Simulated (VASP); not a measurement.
Write the native input for VASP 6.6.1 that does the following.

```
Task                   : single point
Functional             : revPBE
Potentials or basis    : VASP PAW PBE potentials, release 64 (In_d)
Cutoff                 : 520 eV
k mesh                 : 8 × 8 × 11
Occupations            : fermi-dirac, width 0.1 eV
Spin                   : no spin polarisation
Dipole correction      : no
Further INCAR settings : ALGO = Normal; EDIFF = 1e-06; NBANDS = 26
```

The structure of In lies in POSCAR:

```
In
1.0
    5.2921164108      0.0000000000      0.0000000000
   -2.6460582054      4.5831072515      0.0000000000
    0.0000000000      0.0000000000      3.2861305016
In
3
Direct
    0.0000000000      0.0000000000      0.0000000000
    0.3333333333      0.6666666667      0.5000000000
    0.6666666667      0.3333333333      0.5000000000
```

This isn't the form of In at room conditions, which is tetragonal.

These files were run (other wordings do the same):

INCAR

```
SYSTEM = In
  PREC = Accurate
  ENCUT = 520
  EDIFF = 1E-6
  ISMEAR = -1
  SIGMA = 0.1
  LREAL = .False.
  LASPH = .True.
  NELM = 100
  ALGO = Normal
  ISIF = 2
  LWAVE = .False.
  LCHARG = .True.
  GGA = RE
  LELF = .True.
  LVHAR = .True.
  NBANDS = 26
```

KPOINTS

```
regular mesh
0
Gamma
  8 8 11
  0 0 0
```

Potentials or basis: VASP PAW PBE potentials, release 64 (In_d).

Run with:

```console
$ cat potpaw_PBE.64/In_d/POTCAR > POTCAR
$ mpirun -np 1 vasp_std > vasp.out
```

It gave:

- Pressure: 3.2 GPa
- Band gap on the k mesh: zero (an odd number of electrons rules out a gap without spin polarisation)

Caveat: the cell stands under pressure; the PAW data sets were made with another functional, which shifts forces and pressure a little; spin-orbit coupling is left out, which moves the levels of the heavy elements.

Run time: 58 s on 1 thread of Intel(R) Xeon(R) Platinum 8488C (Sapphire Rapids), with other jobs on the host, peak memory 0.24 GiB.
